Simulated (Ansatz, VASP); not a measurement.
# One calculation of SrO, two programs

POSCAR

```
SrO
1.0
    0.0000000000      2.4926919659      2.6297333939
    2.4926919659      0.0000000000      2.6297333939
    2.4926919659      2.4926919659      0.0000000000
Sr O
1 1
Direct
    0.0000000000      0.0000000000      0.0000000000
    0.5000000000      0.5000000000      0.5000000000
```

Contents of INCAR.step1:

```
ALGO = Normal ; EDIFF = 1E-5
ENCUT = 520 ; GGA = PE
ISIF = 2 ; ISMEAR = 0
LASPH = True ; LCHARG = False
LREAL = False ; LWAVE = True
NBANDS = 15 ; NELM = 60
PREC = Accurate ; SIGMA = 0.01
```

INCAR.step2

```
ALGO = Normal ; EDIFF = 1E-6
ENCUT = 520 ; GGA = PE
HFSCREEN = 0.2079 ; ISIF = 2
ISMEAR = 0 ; ISTART = 1
LASPH = True ; LCHARG = False
LHFCALC = True ; LREAL = False
LWAVE = False ; NBANDS = 15
NELM = 60 ; PREC = Accurate
PRECFOCK = Normal ; SIGMA = 0.01
```

KPOINTS

```
k-points
0
Gamma
  6 6 6
```

Input for Ansatz:

```yaml
crystal:
  lattice:
    - [0.0, 2.4926919659, 2.6297333939]
    - [2.4926919659, 0.0, 2.6297333939]
    - [2.4926919659, 2.4926919659, 0.0]
  atoms:
    - { symbol: Sr, position: [0.0, 0.0, 0.0] }
    - { symbol: O, position: [0.5, 0.5, 0.5] }
kpoints:
  mp_grid: { grid: [6, 6, 6] }
  band_path:
    path:
      - [0.0, 0.0, 0.0]
      - [0.5, 0.0, 0.5]
      - [0.625, 0.25, 0.625]
      - [0.375, 0.375, 0.75]
      - [0.5, 0.5, 0.5]
      - [0.5, 0.25, 0.75]
    npoints: 1
hamiltonian:
  xc: hse06
scf:
  occupations: { method: fixed }
  n_extra_bands: 4
output:
  forces: true
  stress: true
  eigenvalues: true
```

Change from the starting cell: epitaxial_xy strain -3.4%.

Alike in both runs: task single point; functional HSE06; k mesh 6 × 6 × 6; no spin polarisation.

```csv
,VASP,Ansatz
version,VASP 6.6.1,Ansatz 0.2.0
potentials or method,"VASP PAW PBE potentials, release 64 (Sr_sv, O)","plane waves, PAW"
plane-wave cutoff (eV),520,420
occupations,"gaussian, width 0.01 eV",fixed
valence electrons in the cell,16,16
```

```tsv
	VASP	Ansatz	Ansatz less VASP
gap on the k mesh at the Fermi level (eV)	4.62	4.68	+0.059
pressure (GPa)	6.1	5.4	-0.69
traceless stress, the component that is largest in VASP (GPa)	-5.63	-5.34	+0.291
```

Ansatz's warnings: stress exchange threshold loose, stress scf threshold loose.
